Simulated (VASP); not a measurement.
Crystal: Cu.

```
Cu
1.0
     0.00000    1.77060    1.77060
     1.77060    0.00000    1.77060
     1.77060    1.77060    0.00000
Cu
1
Direct
  0.00000 0.00000 0.00000
```

Base run:

```yaml
Program: VASP 6.6.1
Functional: PBE
Dispersion: D3(BJ)
Potentials_or_basis: VASP PAW PBE potentials, release 64 (Cu_sv_GW)
Cutoff: 820 eV
k_mesh: 13 × 13 × 13
Occupations: fermi-dirac, width 0.05 eV
Spin: no spin polarisation
```

Its results: band gap on the k mesh zero (an odd number of electrons rules out a gap without spin polarisation); pressure 1.7 GPa.

Q: After a change of settings the same cell gave: band gap on the k mesh zero (an odd number of electrons rules out a gap without spin polarisation); pressure -6.0 GPa. Which change was it?
A. functional from PBE to BLYP
B. functional from PBE to PBEsol
C. functional from PBE to r2SCAN; dispersion from D3(BJ) to rVV10; cutoff from 820 eV to 900 eV
D. functional from PBE to BLYP; dispersion from D3(BJ) to D4

A: B.

PBEsol binds more tightly than PBE, so the same cell stands under less pressure.

Caveats: the cell stands under tension (at least some runs); the PAW data sets were made with another functional, which shifts forces and pressure a little (at least some runs).
